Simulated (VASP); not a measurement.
Write the native input for VASP 6.6.1 that does the following.

```
Task                   : single point
Functional             : PBE
Potentials or basis    : VASP PAW PBE potentials, release 64 (In_d)
Cutoff                 : 520 eV
k mesh                 : 20 × 20 × 20
Occupations            : fermi-dirac, width 0.0612256 eV
Spin                   : no spin polarisation
Dipole correction      : no
Further INCAR settings : ALGO = Normal; EDIFF = 1e-06; NBANDS = 12
```

The structure of In lies in POSCAR:

```
In
1.0
   -1.9450110691      1.9450110691      1.9450110691
    1.9450110691     -1.9450110691      1.9450110691
    1.9450110691      1.9450110691     -1.9450110691
In
1
Direct
    0.0000000000      0.0000000000      0.0000000000
```

This isn't the form of In at room conditions, which is tetragonal.

These files were run (other wordings do the same):

INCAR

```
PREC = Accurate ; ENCUT = 520
EDIFF = 1E-6 ; ISMEAR = -1
SIGMA = 0.06122561905347299 ; LREAL = False
LASPH = True ; NELM = 100
ALGO = Normal ; ISIF = 2
LWAVE = False ; LCHARG = True
GGA = PE ; LELF = True
LVHAR = True ; NBANDS = 12
```

KPOINTS

```
Automatic mesh
0
Gamma
  20 20 20
```

Potentials or basis: VASP PAW PBE potentials, release 64 (In_d).

Run with:

```bash
$ cat potpaw_PBE.64/In_d/POTCAR > POTCAR
$ mpirun -np 1 vasp_std > vasp.out
```

Results of the run:

The pressure is -1.7 GPa and the band gap on the k mesh is zero (an odd number of electrons rules out a gap without spin polarisation).

Caveat: spin-orbit coupling is left out, which moves the levels of the heavy elements.

Run time: 2.1 min on 1 thread of AMD EPYC 7R13, with other jobs on the host, peak memory 0.19 GiB.
